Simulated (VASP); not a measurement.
Runs of VASP 6.6.1 on MgO. The structure is that of space group P6_3/mmc (No. 194), or close to it. The cells are those of the table. 

```csv
task,cell,k mesh,smearing,gap on the mesh (eV),pressure (GPa),relaxed volume (Å³/atom)
single point,"a = 2.958, b = 2.958, c = 5.157 Å, angles 90.0, 90.0, 120.0°, 4 atoms",12 × 12 × 6,gaussian 0.02 eV,4.11,-0.9,-
single point,"a = 3.104, b = 3.104, c = 5.115 Å, angles 90.0, 90.0, 120.0°, 4 atoms",6 × 6 × 4,gaussian 0.1 eV,3.56,-10.8,-
single point,"a = 2.958, b = 2.958, c = 5.157 Å, angles 90.0, 90.0, 120.0°, 4 atoms",6 × 6 × 4,gaussian 0.1 eV,4.11,-0.9,-
relaxation of cell and atoms,"relaxed from a = 3.104, b = 3.104, c = 5.115 Å, angles 90.0, 90.0, 120.0°, 4 atoms",6 × 6 × 4,gaussian 0.1 eV,(a),-0.1,9.71
relaxation of cell and atoms,"relaxed from a = 2.958, b = 2.958, c = 5.157 Å, angles 90.0, 90.0, 120.0°, 4 atoms",12 × 12 × 6,gaussian 0.02 eV,4.17,0.0,9.71
```

Alike in all rows: level PBE; potentials or basis VASP PAW PBE potentials, release 64 (Mg, O); no spin polarisation; cutoff (eV) 600.

Question: Estimate the missing entries.

Answer: (a) 4.18.

A k mesh can miss the band edges.
